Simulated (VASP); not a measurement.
Runs of VASP 6.6.1 on BAs. The structure is that of space group Pm-3m (No. 221), or close to it. The cells are those of the table. 

```tsv
task	level	cell	cutoff (eV)	share of exact exchange	screening parameter	gap on the mesh (eV)	pressure (GPa)	relaxed volume (Å³/atom)
relaxation of cell and atoms	PBE0	relaxed from a = 2.934 Å, 2 atoms	600	0.25	-	none	-0.1	11.85
relaxation of cell and atoms	HSE06	relaxed from a = 2.934 Å, 2 atoms	600	0.25	0.2079 1/Å	none	-0.1	11.90
relaxation of cell and atoms	B3LYP	relaxed from a = 2.934 Å, 2 atoms	600	0.2	-	none	0.0	12.88
single point	B3LYP	a = 2.954 Å, 2 atoms	520	0.2	-	none	-0.1	-
relaxation of cell and atoms	PBEsol-based screened hybrid with 25 % exact exchange	relaxed from a = 2.934 Å, 2 atoms	600	0.25	0.207 1/Å	none	-0.1	(a)
single point	r2SCANh	a = 2.934 Å, 2 atoms	520	0.1	-	none	(b)	-
relaxation of cell and atoms	PBE-based screened hybrid with 25 % exact exchange	relaxed from a = 2.934 Å, 2 atoms	600	0.25	0.3 1/Å	none	-0.1	11.96
relaxation of cell and atoms	PBEsol-based global hybrid with 25 % exact exchange	relaxed from a = 2.934 Å, 2 atoms	600	0.25	-	none	-0.1	11.67
```

Alike in all rows: potentials or basis VASP PAW PBE potentials, release 64 (B, As); no spin polarisation; k mesh 5 × 5 × 5; smearing fermi-dirac 0.05 eV.

**Question.** Estimate the missing entries.

**Answer.** (a) 11.72; (b) -5.3.

Caveats: all runs use coarse meshes; the PAW data sets were made with another functional, which shifts forces and pressure a little.

A k mesh can miss the band edges, and the runs leave out spin-orbit coupling on As.

A gap of «none» marks levels without a gap at the run's occupations.
